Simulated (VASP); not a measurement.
Ag, 5 atoms in the cell. The cell holds a slab with vacuum, 5 atoms: a = 2.867 Å, b = 4.054 Å, c = 21.734 Å, α = 90.00°, β = 90.00°, γ = 90.00°. 

```yaml
Program: VASP 6.6.1
Task: single point
Functional: PBEsol
Potentials_or_basis: VASP PAW PBE potentials, release 64 (Ag)
Cutoff: 520 eV
k_mesh: 14 × 10 × 1
Occupations: fermi-dirac, width 0.05 eV
Spin: no spin polarisation
Dipole_correction: yes
Further_INCAR_settings: ALGO = Normal; EDIFF = 1e-06; NBANDS = 36
```

Potentials or basis: VASP PAW PBE potentials, release 64 (Ag).

Command:

```console
$ cat potpaw_PBE.64/Ag/POTCAR > POTCAR
$ mpirun -np 1 vasp_std > vasp.out
```

Hardware: 1 thread of Oxide Virtual Turin-like Processor (shared host).

Estimate the wall time of this run.

It took 12 min on 1 thread of Oxide Virtual Turin-like Processor, on a shared host, peak memory 0.49 GiB. Counts: scf iterations 22, k points 48.
